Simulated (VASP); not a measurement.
Here is a VASP 6.6.1 calculation.

File POSCAR:

```
MnS
1.0
    3.3774202082     -0.0000002446      0.0000000000
   -1.6887098923      2.9249318218      0.0000000000
    0.0000000000      0.0000000000      6.1362476850
Mn S
2 2
Direct
    0.3333333333      0.6666666667      0.0099215281
    0.6666666667      0.3333333333      0.5099215281
    0.3333333333      0.6666666667      0.3650784719
    0.6666666667      0.3333333333      0.8650784719
```

Contents of INCAR.step1:

```
SYSTEM = MnS
ALGO = Normal
EDIFF = 1E-4
ENCUT = 520
GGA = PE
ISMEAR = -1
LASPH = .TRUE.
LCHARG = .FALSE.
LREAL = .FALSE.
LWAVE = .TRUE.
NBANDS = 27
NELM = 100
PREC = Accurate
SIGMA = 0.1
```

INCAR.step2

```
SYSTEM = MnS
ALGO = Normal
EDIFF = 1E-7
ENCUT = 520
ISIF = 2
ISMEAR = -1
ISTART = 1
LASPH = .TRUE.
LCHARG = .TRUE.
LELF = .TRUE.
LMIXTAU = .TRUE.
LREAL = .FALSE.
LVHAR = .TRUE.
LWAVE = .FALSE.
METAGGA = R2SCAN
NBANDS = 27
NELM = 100
PREC = Accurate
SIGMA = 0.1
```

KPOINTS

```
k-points
0
G
  5 5 3
  0 0 0
```

Potentials or basis: VASP PAW PBE potentials, release 64 (Mn_pv, S).

Launch:

```console
$ cat potpaw_PBE.64/Mn_pv/POTCAR potpaw_PBE.64/S/POTCAR > POTCAR
$ cp INCAR.step1 INCAR
$ mpirun -np 1 vasp_std > vasp.out
$ cp INCAR.step2 INCAR
$ mpirun -np 1 vasp_std > vasp.out
```

Task: Estimate the largest force.

Result: 0.010 eV/Å.

Task: Predict the pressure.

Result: 0.0 GPa.

Task: What does it give for the band gap on the k mesh?

Result: 0.03 eV (least direct gap 0.17 eV).

Forces on the atoms (eV/Å):
```
Mn   0.000  0.000  0.010
Mn   0.000  0.000  0.010
S    0.000  0.000 -0.010
S    0.000  0.000 -0.010
```

Caveat: the k points lie up to 0.43 Å⁻¹ apart; the smearing spreads over this small gap; the PAW data sets were made with another functional, which shifts forces and pressure a little. A k mesh can miss the band edges.
